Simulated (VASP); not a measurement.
Input of a VASP 6.6.1 run:

INCAR

```
PREC = Accurate
ENCUT = 520
EDIFF = 1E-7
ISMEAR = 0
SIGMA = 0.1
LREAL = F
LASPH = T
NELM = 100
ALGO = Normal
ISIF = 2
LWAVE = F
LCHARG = F
GGA = PE
NBANDS = 31
```

KPOINTS

```
Automatic mesh
0
Gamma
  6 6 4
```

The input POSCAR:

```
Zr2ZnN2
1.0
    2.2337234081     -2.5642890947      0.0000000000
    2.2337234081      2.5642890947      0.0000000000
    0.0000000000      0.0000000000      6.6227133844
Zr Zn N
2 1 2
Direct
    0.0000000000      0.0000000000      0.2899489291
    0.0000000000      0.0000000000      0.7100510709
    0.5000000000      0.5000000000      0.0000000000
    0.5000000000      0.0000000000      0.5000000000
    0.0000000000      0.5000000000      0.5000000000
```

Potentials or basis: VASP PAW PBE potentials, release 64 (Zr_sv, Zn, N).

Command:

```bash
$ cat potpaw_PBE.64/Zr_sv/POTCAR potpaw_PBE.64/Zn/POTCAR potpaw_PBE.64/N/POTCAR > POTCAR
$ mpirun -np 1 vasp_std > vasp.out
```

**Question.** What does it give for the largest force?

**Answer.** 0.007 eV/Å.

**Question.** Estimate the pressure.

**Answer.** 0.1 GPa.

**Question.** Estimate the band gap on the k mesh.

**Answer.** Zero (band 23 reaches 8.06 eV, above the bottom of band 24 at 6.28 eV).

Stress tensor (GPa, compression positive):
```
-0.08  0.00  0.00
 0.00  0.19  0.00
 0.00  0.00  0.31
```
